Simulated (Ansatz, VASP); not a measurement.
One calculation of TiSi16, two programs

```
Si Ti
1.0
     0.00000    5.43000    5.43000
     5.43000    0.00000    5.43000
     5.43000    5.43000    0.00000
Si Ti
16 1
Direct
  0.99778 0.00134 0.00013
  0.12592 0.12266 0.13466
  0.00307 0.00143 0.51617
  0.12144 0.12479 0.63805
  0.99309 0.49690 0.01205
  0.12320 0.61928 0.13335
  0.99802 0.48665 0.51600
  0.12578 0.62038 0.63818
  0.49860 0.98885 0.01153
  0.61622 0.12269 0.13219
  0.48348 0.99945 0.51345
  0.62040 0.12325 0.63801
  0.49669 0.49638 0.01133
  0.62239 0.61843 0.13399
  0.49847 0.49698 0.50441
  0.61624 0.61824 0.63773
  0.87081 0.87311 0.38706
```

Alike in both runs: functional PBE; dispersion D3(BJ); k mesh 2 × 2 × 2; occupations gaussian, width 0.02 eV; no spin polarisation.

Ansatz relaxed the structure, and its values are those at the end. VASP's run is a single point on that final structure, the one shown.

|  | VASP | Ansatz |
| --- | --- | --- |
| version | VASP 6.6.1 | Ansatz 0.2.0 |
| potentials or method | VASP PAW PBE potentials, release 64 (Si, Ti_sv), cutoff 520 eV | scalar-relativistic, plane waves, PAW |
| valence electrons in the cell | 76 | 76 |

|  | VASP | Ansatz | Ansatz less VASP |
| --- | --- | --- | --- |
| rms of the force components (eV/Å) | 0.009 | 0.009 | -0.0003 |

The k mesh is coarse, so the values compare programs but aren't converged.
